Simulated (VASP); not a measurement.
# BaS (I4/mmm) in VASP: further runs

The runs below take BaS through single point, with PBEsol.

All numbers are computed with VASP 6.6.1; they aren't measurements. Logs are shortened: lines on timing, memory, paths and dates and some standing lists are left out, and cuts for length are marked.

## (1) The cell of the first run

It takes space group I4/mmm (No. 139, tetragonal). Conventional cell: a = 4.478 Å, b = 4.478 Å, c = 6.428 Å, α = 90.00°, β = 90.00°, γ = 90.00°. Within 4.2 Å of Ba (site symmetry 4/mmm) lie 6 S at 3.17 to 3.21 Å. Within 4.2 Å of S (site symmetry 4/mmm) lie 6 Ba at 3.17 to 3.21 Å.

## (2) Single point, PBEsol (strain +0.0150 x Voigt [0, 0, 1, 0, 0, 0])

Contents of INCAR:

```
  PREC = Accurate
  ENCUT = 520
  EDIFF = 1E-6
  ISMEAR = 0
  SIGMA = 0.05
  LREAL = F
  LASPH = T
  NELM = 80
  ALGO = Normal
  ISIF = 2
  LWAVE = F
  LCHARG = F
  GGA = PS
  NBANDS = 15
```

Contents of KPOINTS:

```
regular mesh
0
Gamma
  8 8 8
```

Contents of POSCAR:

```
BaS
1.0
    0.0000000000      3.1663007200      3.2137952308
    3.1663007200      0.0000000000      3.2137952308
    3.1663007200      3.1663007200      0.0000000000
Ba S
1 1
Direct
    0.0000000000      0.0000000000      0.0000000000
    0.5000000000      0.5000000000      0.5000000000
```

Potentials or basis: VASP PAW PBE potentials, release 64 (Ba_sv, S).

Run with:

```console
> cat potpaw_PBE.64/Ba_sv/POTCAR potpaw_PBE.64/S/POTCAR > POTCAR
> mpirun -np 1 vasp_std > vasp.out
```

OUTCAR:

```text
PREC = Accurate
   ENCUT = 520
   EDIFF = 1E-6
   ISMEAR = 0
   LREAL = F
   LASPH = T
   NELM = 80
   ISIF = 2
   GGA = PS

 ion  position               nearest neighbor table
   1  0.000  0.000  0.000-   2 3.17   2 3.17   2 3.17   2 3.17   2 3.21   2 3.21
   2  0.500  0.500  0.500-   1 3.17   1 3.17   1 3.17   1 3.17   1 3.21   1 3.21

  LATTYP: Found a body centered tetragonal cell.
 ALAT       =     4.4778254208
 C/A-ratio  =     1.4354267658

  Lattice vectors:

 A1 = (  -3.1663007200,   0.0000000000,   3.2137952308)
 A2 = (   3.1663007200,   0.0000000000,   3.2137952308)
 A3 = (   0.0000000000,   3.1663007200,  -3.2137952308)

Analysis of symmetry for initial positions (statically):
=====================================================================
 Subroutine PRICEL returns:
 Original cell was already a primitive cell.

 Routine SETGRP: Setting up the symmetry group for a
 body centered tetragonal supercell.

 Subroutine GETGRP returns: Found 16 space group operations
 (whereof 16 operations were pure point group operations)
 out of a pool of 16 trial point group operations.

The static configuration has the point symmetry D_4h.

Analysis of symmetry for dynamics (positions and initial velocities):
=====================================================================
 Subroutine PRICEL returns:
 Original cell was already a primitive cell.

 Routine SETGRP: Setting up the symmetry group for a
 body centered tetragonal supercell.

 Subroutine GETGRP returns: Found 16 space group operations
 (whereof 16 operations were pure point group operations)
 out of a pool of 16 trial point group operations.

The dynamic configuration has the point symmetry D_4h.

 Subroutine INISYM returns: Found 16 space group operations
 (whereof 16 operations are pure point group operations),
 and found     1 'primitive' translations

----------------------------------------------------------------------------------------

                                     Primitive cell

  volume of cell :      64.4396

  direct lattice vectors                    reciprocal lattice vectors
     0.000000000  3.166300720  3.213795231    -0.157912986  0.157912986  0.155579296
     3.166300720  0.000000000  3.213795231     0.157912986 -0.157912986  0.155579296
     3.166300720  3.166300720  0.000000000     0.157912986  0.157912986 -0.155579296

  length of vectors
     4.511534111  4.511534111  4.477825421     0.272172628  0.272172628  0.272172628

  position of ions in fractional coordinates (direct lattice)
     0.000000000  0.000000000  0.000000000
     0.500000000  0.500000000  0.500000000

  ion indices of the primitive-cell ions
   primitive index   ion index
                 1           1
                 2           2

----------------------------------------------------------------------------------------

 KPOINTS: regular mesh

Automatic generation of k-mesh.
 Grid dimensions read from file:
 generate k-points for:    8    8    8

 Generating k-lattice:

  Cartesian coordinates                     Fractional coordinates (reciprocal lattice)
    -0.019739123  0.019739123  0.019447412     0.125000000  0.000000000  0.000000000
     0.019739123 -0.019739123  0.019447412     0.000000000  0.125000000  0.000000000
     0.019739123  0.019739123 -0.019447412    -0.000000000 -0.000000000  0.125000000

  Length of vectors
     0.034021579  0.034021579  0.034021579

  Shift w.r.t. Gamma in fractional coordinates (k-lattice)
     0.000000000  0.000000000  0.000000000

 Subroutine IBZKPT returns following result:
 ===========================================

 Found     59 irreducible k-points:

 Following reciprocal coordinates:
            Coordinates               Weight
  0.000000  0.000000  0.000000      1.000000
  0.125000  0.000000  0.000000      8.000000
  0.250000  0.000000  0.000000      8.000000
  0.375000  0.000000  0.000000      8.000000
  0.500000  0.000000  0.000000      4.000000
  0.125000  0.125000  0.000000      2.000000
[... 16 lines left out ...]
  0.250000  0.000000  0.125000     16.000000
  0.375000  0.000000  0.125000     16.000000
 [... further k-points ...]
   k-points           NKPTS =     59   k-points in BZ     NKDIM =     59   number of bands    NBANDS=     15
   number of dos      NEDOS =    301   number of ions     NIONS =      2
   total plane-waves  NPLWV =  46656
   dimension x,y,z NGX =    36 NGY =   36 NGZ =   36
   dimension x,y,z NGXF=    72 NGYF=   72 NGZF=   72
   ions per type =               1   1
   NGX,Y,Z   is equivalent  to a cutoff of  13.27, 13.27, 13.37 a.u.
   NGXF,Y,Z  is equivalent  to a cutoff of  26.53, 26.53, 26.73 a.u.
 SYSTEM =  unknown system
   PREC   = accura    normal or accurate (medium, high low for compatibility)
   ISTART =      0    job   : 0-new  1-cont  2-samecut
   ICHARG =      2    charge: 1-file 2-atom 10-const
   ISPIN  =      1    spin polarized calculation?
   LNONCOLLINEAR =      F non collinear calculations
[... 58 lines left out ...]
 Fermi energy:         1.6210231049

 k-point     1 :       0.0000    0.0000    0.0000
  band No.  band energies     occupation
      1     -24.6010      2.00000
      2      -9.6432      2.00000
      3      -9.6432      2.00000
      4      -9.6408      2.00000
      5      -8.9708      2.00000
      6       1.3665      2.00000
      7       1.4170      2.00000
      8       1.4170      2.00000
      9       4.8505      0.00000
     10       5.1130      0.00000
     11       5.2208      0.00000
     12       5.2208      0.00000
     13       6.1175      0.00000
     14       6.1941      0.00000
     15       9.9310      0.00000

 k-point     2 :       0.1250    0.0000    0.0000
  band No.  band energies     occupation
      1     -24.5940      2.00000
      2      -9.9839      2.00000
      3      -9.6488      2.00000
      4      -9.6481      2.00000
      5      -8.6156      2.00000
      6       0.9651      2.00000
      7       1.1683      2.00000
      8       1.1919      2.00000
      9       5.1575      0.00000
     10       5.3946      0.00000
     11       5.4550      0.00000
     12       5.4924      0.00000
     13       6.5811      0.00000
     14       6.6707      0.00000
     15      10.5775      0.00000

 k-point     3 :       0.2500    0.0000    0.0000
  band No.  band energies     occupation
      1     -24.5769      2.00000
      2     -10.4379      2.00000
      3      -9.6663      2.00000
      4      -9.6599      2.00000
      5      -8.1262      2.00000
      6       0.1955      2.00000
      7       0.7414      2.00000
      8       0.7505      2.00000
      9       5.3990      0.00000
     10       6.0745      0.00000
     11       6.1112      0.00000
     12       6.6850      0.00000
     13       7.7365      0.00000
     14       7.8563      0.00000
     15      11.9118      0.00000

 k-point     4 :       0.3750    0.0000    0.0000
  band No.  band energies     occupation
      1     -24.5597      2.00000
      2     -10.7527      2.00000
      3      -9.6835      2.00000
      4      -9.6714      2.00000
      5      -7.7721      2.00000
      6      -0.4013      2.00000
      7       0.3959      2.00000
      8       0.3993      2.00000
      9       6.0177      0.00000
     10       7.0546      0.00000
     11       7.0549      0.00000
     12       7.4628      0.00000
     13       9.1448      0.00000
     14       9.3123      0.00000
     15      11.5864      0.00000
[... 307 lines left out ...]
 k-point    22 :       0.1250    0.0000    0.1250
  band No.  band energies     occupation
      1     -24.5915      2.00000
      2     -10.0141      2.00000
      3      -9.6760      2.00000
      4      -9.6705      2.00000
      5      -8.5486      2.00000
      6       0.6436      2.00000
      7       1.2810      2.00000
      8       1.3319      2.00000
      9       4.8033      0.00000
     10       5.2954      0.00000
     11       5.6829      0.00000
     12       5.7852      0.00000
     13       6.2832      0.00000
     14       7.4005      0.00000
     15      10.7761      0.00000

 k-point    23 :       0.2500    0.0000    0.1250
  band No.  band energies     occupation
      1     -24.5777      2.00000
      2     -10.3248      2.00000
      3      -9.7018      2.00000
      4      -9.6864      2.00000
      5      -8.2349      2.00000
      6       0.1627      2.00000
      7       0.9793      2.00000
      8       1.0753      2.00000
      9       4.7154      0.00000
     10       5.9744      0.00000
     11       6.3631      0.00000
     12       6.4542      0.00000
     13       6.8825      0.00000
     14       8.6332      0.00000
     15      11.9362      0.00000

 k-point    24 :       0.3750    0.0000    0.1250
  band No.  band energies     occupation
      1     -24.5606      2.00000
      2     -10.6232      2.00000
      3      -9.7178      2.00000
      4      -9.7068      2.00000
      5      -7.9438      2.00000
      6      -0.1884      2.00000
      7       0.5312      2.00000
      8       0.6899      2.00000
      9       5.1372      0.00000
     10       7.0743      0.00000
     11       7.1657      0.00000
     12       7.3595      0.00000
     13       8.0757      0.00000
     14       9.5722      0.00000
     15      11.6128      0.00000

 [... further k-points ...]
[... 5 lines left out ...]
  --------------------------------------------------------------------------------------
  -------------------------------------------------------------------------------------
  Total        0.1649909      0.1649909     -0.3460816      0.0000000      0.0000000     -0.0000000
  in kB        4.1022112      4.1022112     -8.6047172      0.0000000      0.0000000     -0.0000000
  external PRESSURE =      -0.1334316 kB  Pullay stress =       0.0000000 kB

 VOLUME and BASIS-vectors are now :
 -----------------------------------------------------------------------------
  energy-cutoff  :      520.00
  volume of cell :       64.44
      direct lattice vectors                 reciprocal lattice vectors
     0.000000000  3.166300720  3.213795231    -0.157912986  0.157912986  0.155579296
     3.166300720  0.000000000  3.213795231     0.157912986 -0.157912986  0.155579296
     3.166300720  3.166300720  0.000000000     0.157912986  0.157912986 -0.155579296

 POSITION                                       TOTAL-FORCE (eV/Angst)
 -----------------------------------------------------------------------------------
      0.00000      0.00000      0.00000         0.000000      0.000000      0.000000
      3.16630      3.16630      3.21380        -0.000000     -0.000000     -0.000000
 -----------------------------------------------------------------------------------
    total drift:                                0.000000      0.000000      0.000000

  FREE ENERGIE OF THE ION-ELECTRON SYSTEM (eV)
  ---------------------------------------------------
  free  energy   TOTEN  =       -10.7167410301 eV

  energy  without entropy=      -10.7167410301  energy(sigma->0) =      -10.71674103
```

Wall time 31 s (1 thread of AMD EPYC 9R45 (Zen 5), shared host); peak memory 0.2 GiB.

What came out:

| Property | Result |
| --- | --- |
| Free energy | -10.7167 eV |
| Pressure | 0.0 GPa |
| Band gap on the k mesh | 1.94 eV, indirect (least direct gap 2.07 eV) |

Levels at points of the mesh, in eV from the valence-band top:
| k point | band 4 | band 5 | band 6 | band 7 | band 8 | band 9 | band 10 | band 11 | band 12 | band 13 |
| --- | --- | --- | --- | --- | --- | --- | --- | --- | --- | --- |
| (0.00, 0.00, 0.00) | -11.06 | -10.39 | -0.05 | 0.00 | 0.00 | 3.43 | 3.70 | 3.80 | 3.80 | 4.70 |
| (0.50, 0.00, 0.00) | -11.09 | -9.06 | -2.04 | -1.15 | -1.14 | 5.49 | 5.54 | 6.27 | 6.31 | 8.85 |
| (0.50, 0.50, 0.00) | -11.26 | -10.29 | -0.60 | -0.13 | -0.13 | 1.95 | 5.89 | 5.97 | 7.54 | 7.54 |
| (0.50, 0.00, 0.50) | -11.26 | -10.29 | -0.52 | -0.19 | -0.13 | 1.94 | 5.86 | 6.04 | 7.45 | 7.59 |

Caveat: the cell differs from its parent crystal (strain +0.0150 x Voigt [0, 0, 1, 0, 0, 0]); the PAW data sets were made with another functional, which shifts forces and pressure a little; spin-orbit coupling is left out, which moves the levels of the heavy elements.

## (3) Single point, PBEsol (strain +0.0300 x Voigt [0, 0, 1, 0, 0, 0])

Contents of INCAR:

```
PREC = Accurate
ENCUT = 520
EDIFF = 1E-6
ISMEAR = 0
SIGMA = 0.05
LREAL = F
LASPH = T
NELM = 80
ALGO = Normal
ISIF = 2
LWAVE = F
LCHARG = T
GGA = PS
LELF = T
LVHAR = T
NBANDS = 15
```

KPOINTS is that of step 2.

Contents of POSCAR:

```
BaS
1.0
    0.0000000000      3.1663007200      3.2612897416
    3.1663007200      0.0000000000      3.2612897416
    3.1663007200      3.1663007200      0.0000000000
Ba S
1 1
Direct
    0.0000000000      0.0000000000      0.0000000000
    0.5000000000      0.5000000000      0.5000000000
```

Potentials or basis: VASP PAW PBE potentials, release 64 (Ba_sv, S).

Run with:

```console
> cat potpaw_PBE.64/Ba_sv/POTCAR potpaw_PBE.64/S/POTCAR > POTCAR
> mpirun -np 1 vasp_std > vasp.out
```

Run time: 38 s. Hardware: 1 thread of AMD EPYC 9R45 (Zen 5), shared host; peak memory 0.2 GiB.

The run converged. Its results:

| Item | Value |
| --- | --- |
| Free energy | -10.7079 eV |
| Pressure | -0.6 GPa |
| Band gap on the k mesh | 1.95 eV, indirect (least direct gap 2.09 eV) |

Stress tensor (GPa, compression positive):
```
 0.17  0.00  0.00
 0.00  0.17  0.00
 0.00  0.00 -2.10
```

Levels at points of the mesh, in eV from the valence-band top:
```
           k point  band 5  band 6  band 7  band 8  band 9  band 10  band 11  band 12
(0.00, 0.00, 0.00)  -10.38   -0.09    0.00    0.00    3.32     3.61     3.82     3.82
(0.50, 0.00, 0.00)   -9.11   -2.02   -1.14   -1.13    5.42     5.48     6.19     6.26
(0.50, 0.50, 0.00)  -10.28   -0.68   -0.13   -0.13    1.97     5.82     5.87     7.44
(0.50, 0.00, 0.50)  -10.28   -0.52   -0.24   -0.14    1.95     5.71     6.05     7.28
```

Caveat: the cell differs from its parent crystal (strain +0.0300 x Voigt [0, 0, 1, 0, 0, 0]); the PAW data sets were made with another functional, which shifts forces and pressure a little; spin-orbit coupling is left out, which moves the levels of the heavy elements. A k mesh can miss the band edges.

## (4) Single point, PBEsol (strain +0.0450 x Voigt [0, 0, 1, 0, 0, 0])

Contents of INCAR:

```
PREC = Accurate
ENCUT = 520
EDIFF = 1E-6
ISMEAR = 0
SIGMA = 0.05
LREAL = False
LASPH = True
NELM = 100
ALGO = Normal
ISIF = 2
LWAVE = False
LCHARG = False
GGA = PS
NBANDS = 15
```

KPOINTS is that of step 3.

Contents of POSCAR:

```
BaS
1.0
    0.0000000000      3.1663007200      3.3087842524
    3.1663007200      0.0000000000      3.3087842524
    3.1663007200      3.1663007200      0.0000000000
Ba S
1 1
Direct
    0.0000000000      0.0000000000      0.0000000000
    0.5000000000      0.5000000000      0.5000000000
```

Run with:

```console
> cat potpaw_PBE.64/Ba_sv/POTCAR potpaw_PBE.64/S/POTCAR > POTCAR
> mpirun -np 1 vasp_std > vasp.out
```

Run time: 38 s. Hardware: 1 thread of AMD EPYC 9R45 (Zen 5), shared host; peak memory 0.2 GiB.

It converged, with:

```
Free energy            : -10.6925 eV
Pressure               : -1.1 GPa
Band gap on the k mesh : 1.96 eV, indirect (least direct gap 2.11 eV)
```

Stress tensor (GPa, compression positive):
```
-0.06  0.00  0.00
 0.00 -0.06  0.00
 0.00  0.00 -3.11
```

Levels at points of the mesh, in eV from the valence-band top:
```tsv
k point	band 6	band 7	band 8	band 9	band 10	band 11
(0.00, 0.00, 0.00)	-0.13	0.00	0.00	3.20	3.54	3.85
(0.50, 0.00, 0.00)	-2.00	-1.14	-1.11	5.36	5.42	6.12
(0.50, 0.50, 0.00)	-0.74	-0.13	-0.13	1.99	5.75	5.78
(0.50, 0.00, 0.50)	-0.53	-0.29	-0.15	1.96	5.57	6.06
```

Caveat: the cell differs from its parent crystal (strain +0.0450 x Voigt [0, 0, 1, 0, 0, 0]); the PAW data sets were made with another functional, which shifts forces and pressure a little; spin-orbit coupling is left out, which moves the levels of the heavy elements. A k mesh can miss the band edges.

## (5) Single point, PBEsol (strain +0.0525 x Voigt [0, 0, 1, 0, 0, 0])

Contents of INCAR:

```
  PREC = Accurate
  ENCUT = 520
  EDIFF = 1E-6
  ISMEAR = 0
  SIGMA = 0.05
  LREAL = F
  LASPH = T
  NELM = 60
  ALGO = Normal
  ISIF = 2
  LWAVE = F
  LCHARG = F
  GGA = PS
  NBANDS = 15
```

KPOINTS is that of step 4.

Contents of POSCAR:

```
BaS
1.0
    0.0000000000      3.1663007200      3.3325315078
    3.1663007200      0.0000000000      3.3325315078
    3.1663007200      3.1663007200      0.0000000000
Ba S
1 1
Direct
    0.0000000000      0.0000000000      0.0000000000
    0.5000000000      0.5000000000      0.5000000000
```

Run with:

```console
> cat potpaw_PBE.64/Ba_sv/POTCAR potpaw_PBE.64/S/POTCAR > POTCAR
> mpirun -np 1 vasp_std > vasp.out
```

Run time: 36 s. Hardware: 1 thread of AMD EPYC 9R45 (Zen 5), shared host; peak memory 0.21 GiB.

It converged, with:

```
Free energy            : -10.6826 eV
Pressure               : -1.3 GPa
Band gap on the k mesh : 1.97 eV, indirect (least direct gap 2.12 eV)
```

Stress tensor (GPa, compression positive):
```
-0.17  0.00  0.00
 0.00 -0.17  0.00
 0.00  0.00 -3.53
```

Levels at points of the mesh, in eV from the valence-band top:
```csv
k point,band 5,band 6,band 7,band 8,band 9,band 10,band 11,band 12
"(0.00, 0.00, 0.00)",-10.37,-0.14,0.00,0.00,3.15,3.50,3.86,3.86
"(0.50, 0.00, 0.00)",-9.18,-2.00,-1.13,-1.11,5.33,5.38,6.08,6.19
"(0.50, 0.50, 0.00)",-10.27,-0.77,-0.13,-0.13,2.00,5.72,5.73,7.30
"(0.50, 0.00, 0.50)",-10.27,-0.53,-0.31,-0.15,1.97,5.51,6.07,7.02
```

Caveat: the cell differs from its parent crystal (strain +0.0525 x Voigt [0, 0, 1, 0, 0, 0]); the PAW data sets were made with another functional, which shifts forces and pressure a little; spin-orbit coupling is left out, which moves the levels of the heavy elements. A k mesh can miss the band edges.

## (6) Summary

| cell | gap on the mesh (eV) | pressure (GPa) |
| --- | --- | --- |
| a = 4.512, b = 4.512, c = 4.478 Å, angles 60.2, 60.2, 59.5°, 2 atoms | 1.94 | 0.0 |
| a = 4.545, b = 4.545, c = 4.478 Å, angles 60.5, 60.5, 59.0°, 2 atoms | 1.95 | -0.6 |
| a = 4.580, b = 4.580, c = 4.478 Å, angles 60.7, 60.7, 58.5°, 2 atoms | 1.96 | -1.1 |
| a = 4.597, b = 4.597, c = 4.478 Å, angles 60.9, 60.9, 58.3°, 2 atoms | 1.97 | -1.3 |

Alike in all rows: task single point; level PBEsol; potentials or basis VASP PAW PBE potentials, release 64 (Ba_sv, S); no spin polarisation; k mesh 8 × 8 × 8; cutoff (eV) 520; smearing gaussian 0.05 eV.

Caveats: the PAW data sets were made with another functional, which shifts forces and pressure a little; spin-orbit coupling is left out, which moves the levels of the heavy elements.

Absolute energies hang on the potentials; compare differences alone.
